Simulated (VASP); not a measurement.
# Mg3Cd2S5 (P1) in VASP: relaxation of cell and atoms with PBE

Aim: the relaxation of cell and atoms of Mg3Cd2S5 with PBE.

All numbers are computed with VASP 6.6.1; they aren't measurements. Logs are shortened: lines on timing, memory, paths and dates and some standing lists are left out, and cuts for length are marked.

### 1 The cell of the first run

The typed cell holds 10 atoms: a = 3.801 Å, b = 3.808 Å, c = 13.487 Å, α = 97.70°, β = 99.09°, γ = 90.27°.

### 2 Relaxation of cell and atoms, PBE

File INCAR:

```
SYSTEM = Mg3Cd2S5
PREC = Accurate
ENCUT = 600
EDIFF = 1E-6
ISMEAR = 0
SIGMA = 0.1
LREAL = .FALSE.
LASPH = .TRUE.
NELM = 80
ALGO = Normal
ISIF = 3
LWAVE = .FALSE.
LCHARG = .FALSE.
GGA = PE
IBRION = 2
NSW = 80
EDIFFG = -0.025
```

File KPOINTS:

```
regular mesh
0
G
  4 4 4
  0 0 0
```

File POSCAR:

```
Mg3Cd2S5
1.0
   -0.0089859806     -3.8004339723     -0.0342064796
    3.8077113997      0.0089859806      0.0124441088
   -1.8553412208      2.0167306652     13.2058560304
Mg Cd S
3 2 5
Direct
    0.5157636423      0.4988785394      0.0052008502
    0.6955474606      0.7007984156      0.4037401357
    0.2927583327      0.2869775125      0.5981249568
    0.9083010319      0.9136871634      0.7951738991
    0.0931096304      0.0941336990      0.2022938220
   -0.0101912594      0.0026763543      0.0009021466
    0.6031187590      0.5926841109      0.2035252079
    0.2089453098      0.2130660985      0.4012984210
    0.8015586645      0.8016088308      0.5940880617
    0.3910884284      0.3954892756      0.7956524991
```

Potentials or basis: VASP PAW PBE potentials, release 64 (Mg, Cd, S).

Run with:

```console
cat potpaw_PBE.64/Mg/POTCAR potpaw_PBE.64/Cd/POTCAR potpaw_PBE.64/S/POTCAR > POTCAR
mpirun -np 1 vasp_std > vasp.out
```

OUTCAR:

```text
SYSTEM = Mg3Cd2S5
   PREC = Accurate
   ENCUT = 600
   EDIFF = 1E-6
   ISMEAR = 0
   LREAL = .FALSE.
   LASPH = .TRUE.
   NELM = 80
   ISIF = 3
   GGA = PE
   IBRION = 2
   NSW = 80
   EDIFFG = -0.025

 ion  position               nearest neighbor table
   1  0.516  0.499  0.005-   7 2.62   6 2.62   6 2.64   6 2.73  10 2.76   6 2.78   5 3.68   5 3.68

   2  0.696  0.701  0.404-   9 2.51   8 2.61   7 2.64   8 2.69   8 2.70   8 2.76
   3  0.293  0.287  0.598-   8 2.60  10 2.61   9 2.61   9 2.68   9 2.71   9 2.76   4 3.67   4 3.69

   4  0.908  0.914  0.795-  10 2.59   9 2.65  10 2.70  10 2.70   6 2.72  10 2.78   3 3.67   3 3.69

   5  0.093  0.094  0.202-   8 2.63   6 2.66   7 2.66   7 2.67   7 2.70   7 2.73   1 3.68   1 3.68

   6  0.990  0.003  0.001-   1 2.62   1 2.64   5 2.66   4 2.72   1 2.73   1 2.78
   7  0.603  0.593  0.204-   1 2.62   2 2.64   5 2.66   5 2.67   5 2.70   5 2.73
   8  0.209  0.213  0.401-   3 2.60   2 2.61   5 2.63   2 2.69   2 2.70   2 2.76
   9  0.802  0.802  0.594-   2 2.51   3 2.61   4 2.65   3 2.68   3 2.71   3 2.76
  10  0.391  0.395  0.796-   4 2.59   3 2.61   4 2.70   4 2.70   1 2.76   4 2.78

  LATTYP: Found a triclinic cell.
 ALAT       =    13.4219844021
 B/A-ratio  =     0.2836944392
 C/A-ratio  =     0.2831621926
 COS(alpha) =     0.0047535753
 COS(beta)  =     0.1243843929
 COS(gamma) =     0.1360063493

  Lattice vectors:

 A1 = (  -1.8643272014,  -1.7837033071,  13.1716495508)
 A2 = (  -3.8077113997,  -0.0089859806,  -0.0124441088)
 A3 = (  -0.0089859806,  -3.8004339723,  -0.0342064796)

Analysis of symmetry for initial positions (statically):
=====================================================================
 Subroutine PRICEL returns:
 Original cell was already a primitive cell.

 Routine SETGRP: Setting up the symmetry group for a
 triclinic supercell.

 Subroutine GETGRP returns: Found  1 space group operations
 (whereof  1 operations were pure point group operations)
 out of a pool of  2 trial point group operations.

The static configuration has the point symmetry C_1 .

Analysis of symmetry for dynamics (positions and initial velocities):
=====================================================================
 Subroutine PRICEL returns:
 Original cell was already a primitive cell.

 Routine SETGRP: Setting up the symmetry group for a
 triclinic supercell.

 Subroutine GETGRP returns: Found  1 space group operations
 (whereof  1 operations were pure point group operations)
 out of a pool of  2 trial point group operations.

The dynamic configuration has the point symmetry C_1 .

 Subroutine INISYM returns: Found  1 space group operations
 (whereof  1 operations are pure point group operations),
 and found     1 'primitive' translations

----------------------------------------------------------------------------------------

                                     Primitive cell

  volume of cell :     190.9250

  direct lattice vectors                    reciprocal lattice vectors
    -0.008985981 -3.800433972 -0.034206480     0.000490094 -0.263491803  0.040307973
     3.807711400  0.008985981  0.012444109     0.262506191 -0.000953947  0.037026181
    -1.855341221  2.016730665 13.205856030    -0.000246095 -0.000681611  0.075793499

  length of vectors
     3.800598533  3.807742337 13.487183810     0.266557504  0.265106296  0.075796963

  position of ions in fractional coordinates (direct lattice)
     0.515763642  0.498878539  0.005200850
     0.695547461  0.700798416  0.403740136
     0.292758333  0.286977513  0.598124957
     0.908301032  0.913687163  0.795173899
     0.093109630  0.094133699  0.202293822
     0.989808741  0.002676354  0.000902147
     0.603118759  0.592684111  0.203525208
     0.208945310  0.213066099  0.401298421
     0.801558664  0.801608831  0.594088062
     0.391088428  0.395489276  0.795652499

  ion indices of the primitive-cell ions
   primitive index   ion index
                 1           1
                 2           2
                 3           3
                 4           4
                 5           5
                 6           6
                 7           7
                 8           8
                 9           9
                10          10

----------------------------------------------------------------------------------------

 KPOINTS: regular mesh

Automatic generation of k-mesh.
 Grid dimensions read from file:
 generate k-points for:    4    4    4

 Generating k-lattice:

  Cartesian coordinates                     Fractional coordinates (reciprocal lattice)
     0.000122523 -0.065872951  0.010076993     0.250000000  0.000000000  0.000000000
     0.065626548 -0.000238487  0.009256545    -0.000000000  0.250000000 -0.000000000
    -0.000061524 -0.000170403  0.018948375     0.000000000 -0.000000000  0.250000000

  Length of vectors
     0.066639376  0.066276574  0.018949241

  Shift w.r.t. Gamma in fractional coordinates (k-lattice)
     0.000000000  0.000000000  0.000000000

 Subroutine IBZKPT returns following result:
 ===========================================

 Found     36 irreducible k-points:

 Following reciprocal coordinates:
            Coordinates               Weight
  0.000000  0.000000  0.000000      1.000000
  0.250000  0.000000  0.000000      2.000000
  0.500000  0.000000  0.000000      1.000000
  0.000000  0.250000  0.000000      2.000000
  0.250000  0.250000  0.000000      2.000000
  0.500000  0.250000 -0.000000      2.000000
[... 16 lines left out ...]
  0.000000 -0.250000  0.250000      2.000000
  0.250000 -0.250000  0.250000      2.000000
 [... further k-points ...]
   k-points           NKPTS =     36   k-points in BZ     NKDIM =     36   number of bands    NBANDS=     36
   number of dos      NEDOS =    301   number of ions     NIONS =     10
   total plane-waves  NPLWV =  97200
   dimension x,y,z NGX =    30 NGY =   30 NGZ =  108
   dimension x,y,z NGXF=    60 NGYF=   60 NGZF=  216
   ions per type =               3   2   5
   NGX,Y,Z   is equivalent  to a cutoff of  13.12, 13.10, 13.31 a.u.
   NGXF,Y,Z  is equivalent  to a cutoff of  26.25, 26.20, 26.62 a.u.
 SYSTEM =  Mg3Cd2S5
   PREC   = accura    normal or accurate (medium, high low for compatibility)
   ISTART =      0    job   : 0-new  1-cont  2-samecut
   ICHARG =      2    charge: 1-file 2-atom 10-const
   ISPIN  =      1    spin polarized calculation?
   LNONCOLLINEAR =      F non collinear calculations
   LSORBIT =      F    spin-orbit coupling
   LASPH  =      T    aspherical Exc in radial PAW
   ENCUT  =  600.0 eV  44.10 Ry    6.64 a.u.   7.59  7.61 26.94*2*pi/ulx,y,z
   NELM   =     80;   NELMIN=  2; NELMDL= -5     # of ELM steps
   EDIFF  = 0.1E-05   stopping-criterion for ELM
   LREAL  =      F    real-space projection
   EDIFFG = -.3E-01   stopping-criterion for IOM
   NSW    =     80    number of steps for IOM
   IBRION =      2    ionic relax: 0-MD 1-quasi-New 2-CG
   NFREE  =      1    steps in history (QN), initial steepest desc. (CG)
   ISIF   =      3    stress and relaxation
   ISYM   =      2    0-nonsym 1-usesym 2-fastsym
   POTIM  = 0.5000    time-step for ionic-motion
   TEBEG  =    0.0;   TEEND  =   0.0 temperature during run
   PSTRESS=    0.0 pullay stress
   NELECT =      60.0000    total number of electrons
   NUPDOWN=      -1.0000    fix difference up-down
   EMIN   =  10.00;   EMAX   =-10.00  energy-range for DOS
   EFERMI =   0.00;   METHOD = LEGACY
   ISMEAR =     0;   SIGMA  =   0.10  broadening in eV -4-tet -1-fermi 0-gaus
   EFERMI_NEDOS =   21; number of points for ismear=-14 and -15
   IALGO  =     38    algorithm
   IMIX   =      4    mixing-type and parameters
     AMIX     =   0.40;   BMIX     =  1.00
     AMIX_MAG =   1.60;   BMIX_MAG =  1.00
  volume/ion in A,a.u.               =      19.09       128.84
  Fermi-wavevector in a.u.,A,eV,Ry     =   1.113023  2.103309 16.855185  1.238821
  Thomas-Fermi vector in A             =   2.249604
   LORBIT       =      0    0 simple, 1 ext, 2 COOP (PROOUT), +10 PAW based schemes
   GGA     = PE    functional components
   LHFCALC =     F    Hartree Fock is set to
   AEXX    =    0.0000 exact exchange contribution
   IVDW    =     0    specifies the selected vdW correction
   LEPSILON=     F    determine dielectric tensor
   LRPA    =     F    only Hartree local field effects (RPA)
 conjugate gradient relaxation of ions
 non-spin polarized calculation
 Gauss-broadening in eV      SIGMA  =   0.10
  energy-cutoff  :      600.00
  volume of cell :      190.93
 maximum number of plane-waves:      6393
   NGX = 15   NGY = 15   NGZ = 53

--------------------------------------- Ionic step        1  -------------------------------------------

 number of electron      59.9999996 magnetization

 Free energy of the ion-electron system (eV)
  ---------------------------------------------------
  ext. energy  EPLUGINS =         0.00000000
  ---------------------------------------------------
  free energy    TOTEN  =       -36.81820330 eV

  energy without entropy =      -36.81820330  energy(sigma->0) =      -36.81820330

------------------------ aborting loop because EDIFF is reached ----------------------------------------

  FORCE on cell =-STRESS in cart. coord.  units (eV):
  Direction    XX          YY          ZZ          XY          YZ          ZX
  --------------------------------------------------------------------------------------
  -------------------------------------------------------------------------------------
  Total        0.4491610      0.6308049      1.9928826     -0.4270064     -0.9545125     -0.2900633
  in kB        3.7692053      5.2934988     16.7235879     -3.5832911     -8.0099416     -2.4341122
  external PRESSURE =       8.5954307 kB  Pullay stress =       0.0000000 kB
[... 113 lines left out ...]
  FREE ENERGIE OF THE ION-ELECTRON SYSTEM (eV)
  ---------------------------------------------------
  free  energy   TOTEN  =       -36.8668281077 eV

  energy  without entropy=      -36.8668281076  energy(sigma->0) =      -36.86682811

[... ionic steps 4 to 7 ...]

--------------------------------------- Ionic step        8  -------------------------------------------

 number of electron      60.0000004 magnetization

------------------------ aborting loop because EDIFF is reached ----------------------------------------

  FORCE on cell =-STRESS in cart. coord.  units (eV):
  Direction    XX          YY          ZZ          XY          YZ          ZX
  --------------------------------------------------------------------------------------
  -------------------------------------------------------------------------------------
  Total       -0.0253180     -0.0292847     -0.0340896     -0.0312449     -0.0054601      0.0068842
  in kB       -0.2109649     -0.2440184     -0.2840557     -0.2603514     -0.0454968      0.0573638
  external PRESSURE =      -0.2463463 kB  Pullay stress =       0.0000000 kB
[... 73 lines left out ...]
  energy  without entropy=      -36.8987696914  energy(sigma->0) =      -36.89876969

--------------------------------------- Ionic step       10  -------------------------------------------

 number of electron      60.0000002 magnetization

 Free energy of the ion-electron system (eV)
  ---------------------------------------------------
  ext. energy  EPLUGINS =         0.00000000
  ---------------------------------------------------
  free energy    TOTEN  =       -36.89877386 eV

  energy without entropy =      -36.89877386  energy(sigma->0) =      -36.89877386

 E-fermi :   3.9012     XC(G=0):  -9.8795

 val. band max:        3.4380365821   @ k =   0.0000   0.5000   0.0000
 cond. band min:       4.3231286775   @ k =   0.5000   0.5000   0.5000
 fundamental gap:      0.8850920954
 Fermi energy:         3.9012461356

 k-point     1 :       0.0000    0.0000    0.0000
  band No.  band energies     occupation
      1      -9.4258      2.00000
      2      -9.0984      2.00000
      3      -8.8904      2.00000
      4      -8.3845      2.00000
      5      -8.0996      2.00000
      6      -4.3418      2.00000
[... 925 lines left out ...]
     35       8.4502      0.00000
     36       9.3646      0.00000

 [... further k-points ...]

------------------------ aborting loop because EDIFF is reached ----------------------------------------

  FORCE on cell =-STRESS in cart. coord.  units (eV):
  Direction    XX          YY          ZZ          XY          YZ          ZX
  --------------------------------------------------------------------------------------
  -------------------------------------------------------------------------------------
  Total       -0.1141748     -0.0930998     -0.0055492     -0.0032658     -0.0668281     -0.0371991
  in kB       -0.9509870     -0.7754488     -0.0462208     -0.0272017     -0.5566256     -0.3098391
  external PRESSURE =      -0.5908855 kB  Pullay stress =       0.0000000 kB
[... 25 lines left out ...]
  FREE ENERGIE OF THE ION-ELECTRON SYSTEM (eV)
  ---------------------------------------------------
  free  energy   TOTEN  =       -36.8987738568 eV

  energy  without entropy=      -36.8987738568  energy(sigma->0) =      -36.89877386

 reached required accuracy - stopping structural energy minimisation
```

Wall time 47 min (1 thread of Oxide Virtual Turin-like, shared host); peak memory 0.46 GiB.

What came out:

* Free energy: -36.8988 eV
* Relaxed volume: 19.24 Å³/atom
* Relaxed cell: a = 3.798 Å, b = 3.799 Å, c = 13.600 Å, α = 97.99°, β = 98.10°, γ = 90.01°
* Space group after relaxing (to 0.1 Å): I4/mmm (No. 139)
* Energy gained by relaxing: 8.1 meV/atom
* Ionic steps: 10
* Pressure after relaxing: -0.1 GPa
* Largest force after relaxing: 0.023 eV/Å
* Band gap on the k mesh: 0.89 eV (least direct gap 1.68 eV)

Forces in eV/Å, atoms in the order of the input:
```
Mg   0.001 -0.001 -0.006
Mg  -0.013  0.003  0.019
Mg   0.012 -0.003  0.012
Cd  -0.013  0.003 -0.004
Cd   0.015 -0.006 -0.011
S    0.004  0.012  0.005
S    0.010 -0.010 -0.003
S   -0.003 -0.003 -0.006
S    0.003 -0.002 -0.001
S   -0.016  0.007 -0.004
```

Stress tensor (GPa, compression positive):
```
-0.10  0.00 -0.03
 0.00 -0.08 -0.06
-0.03 -0.06  0.00
```

Step by step:
```
step  energy change (eV)  largest force (eV/Å)  pressure (GPa)  volume (Å³)
   1              0.0000                0.4561            0.86       190.93
   2             -0.0438                0.2281           -0.39       193.76
   3             -0.0486                0.1682           -0.94       195.12
   4             -0.0671                0.1658           -0.16       192.83
   5             -0.0685                0.1635            0.14       192.00
   6             -0.0736                0.1234            0.09       192.06
   7             -0.0785                0.0962            0.01       192.21
   8             -0.0800                0.0578           -0.02       192.28
   9             -0.0806                0.0250           -0.06       192.36
  10             -0.0806                0.0234           -0.06       192.36
```

Final structure:
```
CELL_PARAMETERS angstrom
-0.00033 -3.79822 -0.00233
3.79886 0.00029 0.00119
-1.89521 1.90772 13.33189
ATOMIC_POSITIONS crystal
Mg 0.50104 0.49937 0.00011
Mg 0.69999 0.70261 0.40040
Mg 0.29887 0.29752 0.59910
Cd 0.90065 0.90381 0.79734
Cd 0.09883 0.09664 0.20287
S 0.00189 0.99934 0.00011
S 0.59867 0.59714 0.20148
S 0.20186 0.20360 0.40516
S 0.79701 0.79664 0.59475
S 0.40119 0.40333 0.79869
```

A k mesh can miss the band edges.
